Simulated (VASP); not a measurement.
The system is V.

```
V
1.0
    -1.50239    1.50239    1.50239
     1.50239   -1.50239    1.50239
     1.50239    1.50239   -1.50239
V
1
Direct
  0.00000 0.00000 0.00000
```

- Program: VASP 6.6.1
- Task: relaxation of cell and atoms
- Functional: PBEsol
- Potentials or basis: VASP PAW PBE potentials, release 64 (V_sv)
- Cutoff: 600 eV
- k mesh: 10 × 10 × 10
- Occupations: gaussian, width 0.1 eV
- Spin: no spin polarisation

At the start: pressure -7.3 GPa; volume 13.56 Å³/atom.

Question: How do energy, volume and symmetry change on relaxing?

Answer: Over 3 steps the energy falls by 12.3 meV/atom and the volume is 13.05 Å³/atom (-3.8 %); space group Im-3m (No. 229, to 0.05 Å).

Step by step:
```tsv
step	energy change (eV)	largest force (eV/Å)	pressure (GPa)	volume (Å³)
1	0.0000	0.0000	-7.27	13.56
2	0.0092	0.0000	10.90	12.39
3	-0.0123	0.0000	-0.17	13.05
```

Final structure:
```
V
1.0
    -1.48306    1.48306    1.48306
     1.48306   -1.48306    1.48306
     1.48306    1.48306   -1.48306
V
1
Cartesian
  0.0000 0.0000 0.0000
```

Caveat: the PAW data sets were made with another functional, which shifts forces and pressure a little.
